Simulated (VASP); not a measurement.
Runs of VASP 6.6.1 on KI. The structure is that of space group Pm-3m (No. 221), or close to it. The cells are those of the table. 

| level | cell | gap on the mesh (eV) | pressure (GPa) |
| --- | --- | --- | --- |
| PBE | a = 4.385 Å, 2 atoms | 3.18 | -0.3 |
| PBE | a = 4.298 Å, 2 atoms | 3.32 | 0.4 |
| PBE | a = 4.253 Å, 2 atoms | 3.40 | 0.9 |
| PBE | a = 4.291 Å, 2 atoms | 3.33 | 0.5 |
| PBE | a = 4.427 Å, 2 atoms | 3.11 | -0.6 |
| r2SCAN | a = 4.203 Å, 2 atoms | (a) | 1.1 |
| r2SCAN | a = 4.248 Å, 2 atoms | 4.13 | 0.5 |
| PBE | a = 4.342 Å, 2 atoms | 3.24 | (b) |

Alike in all rows: task single point; potentials or basis VASP PAW PBE potentials, release 64 (K_sv, I); no spin polarisation; k mesh 6 × 6 × 6; cutoff (eV) 520; smearing gaussian 0.01 eV.

Q: Fill in the values left out.

A: (a) 4.23; (b) 0.0.

Caveats: spin-orbit coupling is left out, which moves the levels of the heavy elements; the PAW data sets were made with another functional, which shifts forces and pressure a little (some runs).

A k mesh can miss the band edges, and the runs leave out spin-orbit coupling on I.
